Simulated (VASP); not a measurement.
Zn2CdSe3, 6 atoms in the cell. Symmetry: P6/mmm, No. 191, hexagonal system. Conventional cell: a = 4.835 Å, b = 4.835 Å, c = 8.108 Å, α = 90.00°, β = 90.00°, γ = 120.00°. Within 2.7 Å of Zn (site symmetry 6mm) lie 1 Cd at 2.01 Å. Cd (site symmetry 6/mmm) has 2 Zn at 2.01 Å and 6 Se at 2.42 Å within 2.7 Å. Se (site symmetry mmm) has 2 Cd at 2.42 Å and 4 Se at 2.42 Å and 4 Zn at 3.14 Å within 3.2 Å. The cell was built from a structure type or drawn by symmetry, and may not be a known phase.

- Program: VASP 6.6.1
- Task: relaxation of cell and atoms
- Functional: PBE
- Potentials or basis: VASP PAW PBE potentials, release 64 (Zn, Cd, Se)
- Cutoff: 600 eV
- k mesh: 3 × 3 × 2
- Occupations: gaussian, width 0.15 eV
- Spin: no spin polarisation
- Dipole correction: no
- Further INCAR settings: ALGO = Normal; EDIFF = 1e-06; IBRION = 2; EDIFFG = -0.08; NSW = 36; ISIF = 3

Potentials or basis: VASP PAW PBE potentials, release 64 (Zn, Cd, Se).

Command:

```console
$ cat potpaw_PBE.64/Zn/POTCAR potpaw_PBE.64/Cd/POTCAR potpaw_PBE.64/Se/POTCAR > POTCAR
$ mpirun -np 1 vasp_std > vasp.out
```

Hardware: 1 thread of Intel(R) Xeon(R) Platinum 8488C (Sapphire Rapids), with other jobs on the host.

How long does it take, and how much memory?

Run time: 17 min on 1 thread of Intel(R) Xeon(R) Platinum 8488C (Sapphire Rapids), with other jobs on the host, peak memory 0.36 GiB. Counts: scf iterations 303, k points 6, ion steps 31.
